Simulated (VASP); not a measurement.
A run of VASP 6.6.1:

INCAR

```
  ALGO = Normal
  EDIFF = 1E-7
  ENCUT = 520
  GGA = PS
  ISIF = 2
  ISMEAR = 0
  LASPH = T
  LCHARG = F
  LREAL = F
  LWAVE = F
  NBANDS = 46
  NELM = 80
  PREC = Accurate
  SIGMA = 0.05
```

Contents of KPOINTS:

```
k-points
0
Gamma
  4 4 8
```

File POSCAR:

```
Zn4HO4
1.0
    5.5148137916      0.0000000000      0.0000000000
    0.0000000000      5.5148137916      0.0000000000
    0.0000000000      0.0000000000      3.2430062931
Zn O H
4 4 1
Direct
    0.1820657240      0.1820657240      0.5000000000
    0.8179342760      0.8179342760      0.5000000000
    0.6820657240      0.3179342760      0.0000000000
    0.3179342760      0.6820657240      0.0000000000
    0.8180023132      0.1819976868      0.5000000000
    0.1819976868      0.8180023132      0.5000000000
    0.6819976868      0.6819976868      0.0000000000
    0.3180023132      0.3180023132      0.0000000000
    1.0000405349     -0.3180023132      0.4000000000
```

Potentials or basis: VASP PAW PBE potentials, release 64 (Zn, O, H).

Command:

```bash
$ cat potpaw_PBE.64/Zn/POTCAR potpaw_PBE.64/O/POTCAR potpaw_PBE.64/H/POTCAR > POTCAR
$ mpirun -np 1 vasp_std > vasp.out
```

Hardware: 1 thread of Intel Xeon 8259CL, on a shared host.

How long does it take, and how much memory?

It took 8.4 min on 1 thread of Intel Xeon 8259CL (shared host), peak memory 0.36 GiB. Counts: scf iterations 18, k points 68.
